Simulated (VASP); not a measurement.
# SnPbO2 (P4mm) in VASP: a series of runs

The runs below take SnPbO2 through single point, relaxation of cell and atoms, with PBE.

All numbers are computed with VASP 6.6.1; they aren't measurements. Logs are shortened: lines on timing, memory, paths and dates and some standing lists are left out, and cuts for length are marked.

## 1. The cell of the first run

The structure is tetragonal, space group P4mm (No. 99). The conventional cell has a = 3.948 Å, b = 3.948 Å, c = 5.111 Å, α = 90.00°, β = 90.00°, γ = 90.00°. Sn (site symmetry 4mm) has 4 O at 2.24 Å within 3.0 Å. Within 3.1 Å of Pb (site symmetry 4mm) lie 4 O at 2.37 Å. O (site symmetry 2mm) has 2 Sn at 2.24 Å and 2 Pb at 2.37 Å and 4 O at 2.79 Å within 3.0 Å.

## 2. Single point, PBE

INCAR reads:

```
PREC     = Accurate       # precision mode
ENCUT    = 520            # plane-wave cutoff, eV
EDIFF    = 1E-7           # SCF threshold, eV
ISMEAR   = 0              # smearing method
SIGMA    = 0.15           # smearing width, eV
LREAL    = False          # projectors in reciprocal space
LASPH    = True           # aspherical terms in the spheres
NELM     = 100            # most SCF steps
ALGO     = Normal         # electronic algorithm
ISIF     = 2              # what is computed and relaxed
LWAVE    = False          # write WAVECAR
LCHARG   = False          # write CHGCAR
GGA      = PE             # functional
NBANDS   = 28             # bands
```

KPOINTS reads:

```
regular mesh
0
Gamma
  4 4 3
```

POSCAR reads:

```
SnPbO2
1.0
    3.9477335455      0.0000000000      0.0000000000
    0.0000000000      3.9477335455      0.0000000000
    0.0000000000      0.0000000000      5.1112440067
Sn Pb O
1 1 2
Direct
    0.0000000000      0.0000000000      0.2164748049
    0.5000000000      0.5000000000      0.7541470136
    0.0000000000      0.5000000000      0.0096890908
    0.5000000000      0.0000000000      0.0096890908
```

Potentials or basis: VASP PAW PBE potentials, release 64 (Sn_d, Pb_d, O).

Launch:

```console
$ cat potpaw_PBE.64/Sn_d/POTCAR potpaw_PBE.64/Pb_d/POTCAR potpaw_PBE.64/O/POTCAR > POTCAR
$ mpirun -np 1 vasp_std > vasp.out
```

OUTCAR:

```text
PREC = Accurate
   ENCUT = 520
   EDIFF = 1E-7
   ISMEAR = 0
   LREAL = False
   LASPH = True
   NELM = 100
   ISIF = 2
   GGA = PE

 ion  position               nearest neighbor table
   1  0.000  0.000  0.216-   3 2.24   4 2.24   3 2.24   4 2.24   2 3.66   2 3.66   2 3.66   2 3.66
                             2 3.92   2 3.92   2 3.92   2 3.92
   2  0.500  0.500  0.754-   3 2.37   4 2.37   4 2.37   3 2.37   1 3.66   1 3.66   1 3.66   1 3.66
                             1 3.92   1 3.92   1 3.92   1 3.92
   3  0.000  0.500  0.010-   1 2.24   1 2.24   2 2.37   2 2.37
   4  0.500  0.000  0.010-   1 2.24   1 2.24   2 2.37   2 2.37

  LATTYP: Found a simple tetragonal cell.
 ALAT       =     3.9477335455
 C/A-ratio  =     1.2947287216

  Lattice vectors:

 A1 = (   3.9477335455,   0.0000000000,   0.0000000000)
 A2 = (   0.0000000000,   3.9477335455,   0.0000000000)
 A3 = (   0.0000000000,   0.0000000000,   5.1112440067)

Analysis of symmetry for initial positions (statically):
=====================================================================
 Subroutine PRICEL returns:
 Original cell was already a primitive cell.

 Routine SETGRP: Setting up the symmetry group for a
 simple tetragonal supercell.

 Subroutine GETGRP returns: Found  8 space group operations
 (whereof  8 operations were pure point group operations)
 out of a pool of 16 trial point group operations.

The static configuration has the point symmetry C_4v.

Analysis of symmetry for dynamics (positions and initial velocities):
=====================================================================
 Subroutine PRICEL returns:
 Original cell was already a primitive cell.

 Routine SETGRP: Setting up the symmetry group for a
 simple tetragonal supercell.

 Subroutine GETGRP returns: Found  8 space group operations
 (whereof  8 operations were pure point group operations)
 out of a pool of 16 trial point group operations.

The dynamic configuration has the point symmetry C_4v.

 Subroutine INISYM returns: Found  8 space group operations
 (whereof  8 operations are pure point group operations),
 and found     1 'primitive' translations

----------------------------------------------------------------------------------------

[... 79 lines left out ...]
   LSORBIT =      F    spin-orbit coupling
   LASPH  =      T    aspherical Exc in radial PAW
   ENCUT  =  520.0 eV  38.22 Ry    6.18 a.u.   7.34  7.34  9.50*2*pi/ulx,y,z
   NELM   =    100;   NELMIN=  2; NELMDL= -5     # of ELM steps
   EDIFF  = 0.1E-06   stopping-criterion for ELM
   LREAL  =      F    real-space projection
   EDIFFG = 0.1E-05   stopping-criterion for IOM
   NSW    =      0    number of steps for IOM
   IBRION =     -1    ionic relax: 0-MD 1-quasi-New 2-CG
   NFREE  =      0    steps in history (QN), initial steepest desc. (CG)
   ISIF   =      2    stress and relaxation
   ISYM   =      2    0-nonsym 1-usesym 2-fastsym
   POTIM  = 0.5000    time-step for ionic-motion
   TEBEG  =    0.0;   TEEND  =   0.0 temperature during run
   PSTRESS=    0.0 pullay stress
   NELECT =      40.0000    total number of electrons
   NUPDOWN=      -1.0000    fix difference up-down
   EMIN   =  10.00;   EMAX   =-10.00  energy-range for DOS
   EFERMI =   0.00;   METHOD = LEGACY
   ISMEAR =     0;   SIGMA  =   0.15  broadening in eV -4-tet -1-fermi 0-gaus
   EFERMI_NEDOS =   21; number of points for ismear=-14 and -15
   IALGO  =     38    algorithm
   IMIX   =      4    mixing-type and parameters
     AMIX     =   0.40;   BMIX     =  1.00
     AMIX_MAG =   1.60;   BMIX_MAG =  1.00
  volume/ion in A,a.u.               =      19.91       134.39
  Fermi-wavevector in a.u.,A,eV,Ry     =   1.301230  2.458968 23.037378  1.693200
  Thomas-Fermi vector in A             =   2.432377
   LORBIT       =      0    0 simple, 1 ext, 2 COOP (PROOUT), +10 PAW based schemes
   GGA     = PE    functional components
   LHFCALC =     F    Hartree Fock is set to
   AEXX    =    0.0000 exact exchange contribution
   IVDW    =     0    specifies the selected vdW correction
   LEPSILON=     F    determine dielectric tensor
   LRPA    =     F    only Hartree local field effects (RPA)
 non-spin polarized calculation
 Gauss-broadening in eV      SIGMA  =   0.15
  energy-cutoff  :      520.00
  volume of cell :       79.66
 maximum number of plane-waves:      2167
 NGX is ok and might be reduce to    30
   NGX = 15   NGY = 15   NGZ = 19

 number of electron      39.9999993 magnetization

 Free energy of the ion-electron system (eV)
  ---------------------------------------------------
  ext. energy  EPLUGINS =         0.00000000
  ---------------------------------------------------
  free energy    TOTEN  =       -22.15691345 eV

  energy without entropy =      -22.15691326  energy(sigma->0) =      -22.15691335

 E-fermi :   5.7600     XC(G=0):  -9.6997

 val. band max:        5.2887601434   @ k =   0.0000   0.0000   0.0000
 cond. band min:       6.2467654725   @ k =   0.5000   0.5000   0.0000
 fundamental gap:      0.9580053291
 Fermi energy:         5.7599727856

 k-point     1 :       0.0000    0.0000    0.0000
  band No.  band energies     occupation
      1     -15.7494      2.00000
      2     -15.5061      2.00000
      3     -15.5057      2.00000
      4     -15.5057      2.00000
      5     -15.4764      2.00000
      6     -13.4757      2.00000
[... 361 lines left out ...]
     27      14.5519      0.00000
     28      14.8986      0.00000

------------------------ aborting loop because EDIFF is reached ----------------------------------------

  FORCE on cell =-STRESS in cart. coord.  units (eV):
  Direction    XX          YY          ZZ          XY          YZ          ZX
  --------------------------------------------------------------------------------------
  -------------------------------------------------------------------------------------
  Total        0.0677059      0.0677059      0.1824823      0.0000000      0.0000000      0.0000000
  in kB        1.3618042      1.3618042      3.6703640      0.0000000      0.0000000      0.0000000
  external PRESSURE =       2.1313241 kB  Pullay stress =       0.0000000 kB

 VOLUME and BASIS-vectors are now :
 -----------------------------------------------------------------------------
  energy-cutoff  :      520.00
  volume of cell :       79.66
      direct lattice vectors                 reciprocal lattice vectors
     3.947733546  0.000000000  0.000000000     0.253309903  0.000000000  0.000000000
     0.000000000  3.947733546  0.000000000     0.000000000  0.253309903  0.000000000
     0.000000000  0.000000000  5.111244007     0.000000000  0.000000000  0.195647087

 POSITION                                       TOTAL-FORCE (eV/Angst)
 -----------------------------------------------------------------------------------
      0.00000      0.00000      1.10646         0.000000     -0.000000     -0.011727
      1.97387      1.97387      3.85463         0.000000      0.000000      0.003526
      0.00000      1.97387      0.04952         0.000000     -0.000000      0.004101
      1.97387      0.00000      0.04952        -0.000000     -0.000000      0.004101
 -----------------------------------------------------------------------------------
    total drift:                                0.000000     -0.000000      0.000327

  FREE ENERGIE OF THE ION-ELECTRON SYSTEM (eV)
  ---------------------------------------------------
  free  energy   TOTEN  =       -22.1569134458 eV

  energy  without entropy=      -22.1569132605  energy(sigma->0) =      -22.15691335
```

OSZICAR:

```text
N       E                     dE             d eps       ncg     rms          rms(c)
DAV:   1     0.468500863377E+03    0.46850E+03   -0.19703E+04   676   0.190E+03
DAV:   2     0.474423386396E+02   -0.42106E+03   -0.40485E+03   704   0.516E+02
DAV:   3    -0.226042134098E+02   -0.70047E+02   -0.68324E+02   784   0.197E+02
DAV:   4    -0.263388799939E+02   -0.37347E+01   -0.37093E+01   788   0.486E+01
DAV:   5    -0.264443515873E+02   -0.10547E+00   -0.10545E+00   792   0.909E+00    0.121E+01
DAV:   6    -0.222822395908E+02    0.41621E+01   -0.21886E+01  1060   0.492E+01    0.540E+00
DAV:   7    -0.221783081293E+02    0.10393E+00   -0.25607E+00   800   0.105E+01    0.254E+00
DAV:   8    -0.221641349480E+02    0.14173E-01   -0.45269E-01   788   0.443E+00    0.757E-01
DAV:   9    -0.221552857469E+02    0.88492E-02   -0.59329E-02  1036   0.221E+00    0.239E-01
DAV:  10    -0.221572698507E+02   -0.19841E-02   -0.11096E-02   796   0.874E-01    0.152E-01
DAV:  11    -0.221569086602E+02    0.36119E-03   -0.33278E-03  1000   0.504E-01    0.435E-02
DAV:  12    -0.221569167835E+02   -0.81234E-05   -0.38727E-04   828   0.156E-01    0.333E-02
DAV:  13    -0.221569136655E+02    0.31180E-05   -0.62736E-05   880   0.580E-02    0.790E-03
DAV:  14    -0.221569134582E+02    0.20733E-06   -0.32308E-06   860   0.185E-02    0.266E-03
DAV:  15    -0.221569133076E+02    0.15057E-06   -0.93863E-07   728   0.109E-02    0.122E-03
DAV:  16    -0.221569134289E+02   -0.12128E-06   -0.11624E-07   524   0.251E-03    0.287E-04
DAV:  17    -0.221569134458E+02   -0.16918E-07   -0.15935E-08   352   0.138E-03
   1 F= -.22156913E+02 E0= -.22156913E+02  d E =-.185346E-06
```

It took 14 s on 1 thread of Intel Xeon 6975P-C (Granite Rapids), shared host; peak memory 0.19 GiB.

What came out:

| Quantity | Value |
| --- | --- |
| Free energy | -22.1569 eV |
| Pressure | 0.2 GPa |
| Largest force | 0.012 eV/Å |
| Band gap on the k mesh | 0.96 eV, indirect (least direct gap 2.04 eV) |

Forces in eV/Å, atoms in the order of the input:
```
Sn   0.000  0.000 -0.012
Pb   0.000  0.000  0.004
O    0.000  0.000  0.004
O    0.000  0.000  0.004
```

Stress tensor (GPa, compression positive):
```
0.14 0.00 0.00
0.00 0.14 0.00
0.00 0.00 0.37
```

Levels at points of the mesh, in eV from the valence-band top:
| k point | band 17 | band 18 | band 19 | band 20 | band 21 | band 22 | band 23 | band 24 |
| --- | --- | --- | --- | --- | --- | --- | --- | --- |
| (0.00, 0.00, 0.00) | -2.28 | -2.09 | -2.09 | 0.00 | 2.13 | 4.79 | 5.24 | 5.24 |
| (0.50, 0.00, 0.00) | -3.64 | -3.26 | -2.15 | -1.63 | 3.14 | 3.30 | 5.71 | 6.16 |
| (0.50, 0.50, 0.00) | -2.28 | -1.69 | -1.32 | -1.08 | 0.96 | 0.96 | 4.57 | 5.38 |

Caveat: spin-orbit coupling is left out, which moves the levels of the heavy elements.

## 3. Relaxation of cell and atoms, PBE

This run uses another cell than the first one, of 18.44 Å³/atom, 0.926 times its volume.

INCAR reads:

```
SYSTEM = SnPbO2
ALGO = Normal
EDIFF = 1E-6
EDIFFG = -0.08
ENCUT = 600
GGA = PE
IBRION = 2
ISIF = 3
ISMEAR = 0
LASPH = .True.
LCHARG = .False.
LREAL = .False.
LWAVE = .False.
NELM = 100
NSW = 36
PREC = Accurate
SIGMA = 0.15
```

KPOINTS reads:

```
k-points
0
Gamma
  4 4 3
  0 0 0
```

POSCAR reads:

```
SnPbO2
1.0
    3.8800000000      0.0000000000      0.0000000000
    0.0000000000      3.8800000000      0.0000000000
    0.0000000000      0.0000000000      4.9000000000
Sn Pb O
1 1 2
Direct
    0.0000000000      0.0000000000      0.2300000000
    0.5000000000      0.5000000000      0.7600000000
    0.0000000000      0.5000000000      0.0000000000
    0.5000000000      0.0000000000      0.0000000000
```

Potentials or basis: VASP PAW PBE potentials, release 64 (Sn_d, Pb_d, O).

Launch:

```console
$ cat potpaw_PBE.64/Sn_d/POTCAR potpaw_PBE.64/Pb_d/POTCAR potpaw_PBE.64/O/POTCAR > POTCAR
$ mpirun -np 1 vasp_std > vasp.out
```

It took 38 s on 1 thread of Intel Xeon 6975P-C (Granite Rapids), shared host; peak memory 0.21 GiB.

Results (log left out):

* Free energy: -22.1481 eV
* Relaxed volume: 19.55 Å³/atom
* Relaxed cell: a = 3.956 Å, b = 3.956 Å, c = 4.997 Å, α = 90.00°, β = 90.00°, γ = 90.00°
* Space group after relaxing (to 0.05 Å): P4mm (No. 99)
* Energy gained by relaxing: 44.3 meV/atom
* Ionic steps: 5
* Pressure after relaxing: 0.2 GPa
* Largest force after relaxing: 0.064 eV/Å
* Band gap on the k mesh: 0.87 eV, indirect (least direct gap 1.91 eV)

Forces in eV/Å, atoms in the order of the input:
```
Sn   0.000  0.000 -0.032
Pb   0.000  0.000  0.064
O    0.000  0.000 -0.016
O    0.000  0.000 -0.016
```

Stress tensor (GPa, compression positive):
```
-0.03  0.00  0.00
 0.00 -0.03  0.00
 0.00  0.00  0.64
```

The path:
| step | energy change (eV) | largest force (eV/Å) | pressure (GPa) | volume (Å³) |
| --- | --- | --- | --- | --- |
| 1 | 0.0000 | 1.6929 | 6.44 | 73.77 |
| 2 | -0.0768 | 1.2177 | -4.66 | 81.96 |
| 3 | -0.1473 | 0.7987 | -0.77 | 78.40 |
| 4 | -0.1755 | 0.2156 | -0.05 | 78.25 |
| 5 | -0.1772 | 0.0638 | 0.19 | 78.20 |

Final structure:
```
Sn Pb O
1.0
     3.95601    0.00000    0.00000
     0.00000    3.95601    0.00000
     0.00000    0.00000    4.99698
Sn Pb O
1 1 2
Direct
  0.00000 0.00000 0.22010
  0.50000 0.50000 0.74856
  0.00000 0.50000 0.01067
  0.50000 0.00000 0.01067
```

Levels at points of the mesh, in eV from the valence-band top:
```tsv
k point	band 16	band 17	band 18	band 19	band 20	band 21	band 22	band 23	band 24
(0.00, 0.00, 0.00)	-4.88	-2.25	-2.08	-2.08	0.00	2.23	5.03	5.16	5.16
(0.50, 0.00, 0.00)	-3.74	-3.60	-3.24	-2.14	-1.64	3.23	3.42	5.81	6.12
(0.50, 0.50, 0.00)	-3.80	-2.23	-1.68	-1.31	-1.04	0.87	0.87	4.58	5.49
```

Caveat: the k points lie up to 0.42 Å⁻¹ apart in the final cell; spin-orbit coupling is left out, which moves the levels of the heavy elements; the relaxation stopped at a loose force limit of 0.08 eV/Å, so its end isn't a converged minimum. A k mesh can miss the band edges.

## 4. Single point, PBE

This run uses another cell than the first one, of 20.33 Å³/atom, 1.021 times its volume.

INCAR reads:

```
ALGO = Normal ; EDIFF = 1E-7
ENCUT = 520 ; GGA = PE
ISIF = 2 ; ISMEAR = 0
LASPH = T ; LCHARG = F
LREAL = F ; LWAVE = F
NBANDS = 28 ; NELM = 100
PREC = Accurate ; SIGMA = 0.02
```

KPOINTS reads:

```
k-points
0
Gamma
  8 8 6
```

POSCAR reads:

```
SnPbO2
1.0
    3.9458024472      0.0000000000      0.0000000000
    0.0000000000      3.9458024472      0.0000000000
    0.0000000000      0.0000000000      5.2225437386
Sn Pb O
1 1 2
Direct
    0.0000000000      0.0000000000      0.2120841189
    0.5000000000      0.5000000000      0.7596287094
    0.0000000000      0.5000000000      0.0091435859
    0.5000000000      0.0000000000      0.0091435859
```

Launch:

```console
$ cat potpaw_PBE.64/Sn_d/POTCAR potpaw_PBE.64/Pb_d/POTCAR potpaw_PBE.64/O/POTCAR > POTCAR
$ mpirun -np 1 vasp_std > vasp.out
```

Run time: 50 s. Hardware: 1 thread of Intel Xeon 6975P-C (Granite Rapids), shared host; peak memory 0.27 GiB.

Results (log left out):

| Item | Value |
| --- | --- |
| Free energy | -22.1641 eV |
| Pressure | 0.1 GPa |
| Largest force | 0.062 eV/Å |
| Band gap on the k mesh | 1.08 eV, indirect (least direct gap 2.05 eV) |

Forces in eV/Å, atoms in the order of the input:
```
Sn   0.000  0.000  0.062
Pb   0.000  0.000 -0.045
O    0.000  0.000 -0.008
O    0.000  0.000 -0.008
```

Levels at points of the mesh, in eV from the valence-band top:
```csv
k point,band 18,band 19,band 20,band 21,band 22,band 23
"(0.00, 0.00, 0.00)",-2.09,-2.09,0.00,2.05,4.57,5.32
"(0.50, 0.00, 0.00)",-3.26,-2.12,-1.57,3.09,3.20,5.62
"(0.50, 0.50, 0.00)",-1.68,-1.32,-1.07,1.08,1.08,4.59
"(0.00, 0.00, 0.50)",-2.10,-2.10,-1.32,1.85,3.88,3.88
"(0.50, 0.00, 0.50)",-3.22,-1.61,-0.76,2.63,2.78,5.86
"(0.50, 0.50, 0.50)",-1.68,-1.51,-1.33,3.08,3.08,4.11
```

Caveat: spin-orbit coupling is left out, which moves the levels of the heavy elements.

## 5. Overview

| task | cell | k mesh | cutoff (eV) | smearing | gap on the mesh (eV) | pressure (GPa) | largest force (eV/Å) |
| --- | --- | --- | --- | --- | --- | --- | --- |
| single point | a = 3.948, b = 3.948, c = 5.111 Å, 4 atoms | 4 × 4 × 3 | 520 | gaussian 0.15 eV | 0.96 | 0.2 | 0.01 |
| relaxation of cell and atoms | relaxed from a = 3.880, b = 3.880, c = 4.900 Å, 4 atoms | 4 × 4 × 3 | 600 | gaussian 0.15 eV | 0.87 | 0.2 | 0.06 |
| single point | a = 3.946, b = 3.946, c = 5.223 Å, 4 atoms | 8 × 8 × 6 | 520 | gaussian 0.02 eV | 1.08 | 0.1 | 0.06 |

Alike in all rows: level PBE; potentials or basis VASP PAW PBE potentials, release 64 (Sn_d, Pb_d, O); no spin polarisation.

Caveats: some runs use coarse meshes; spin-orbit coupling is left out, which moves the levels of the heavy elements; the relaxation stopped at a loose force limit of 0.08 eV/Å, so its end isn't a converged minimum (some runs).

Total energies depend on the potentials used, so only differences within one code and one set of settings carry meaning.
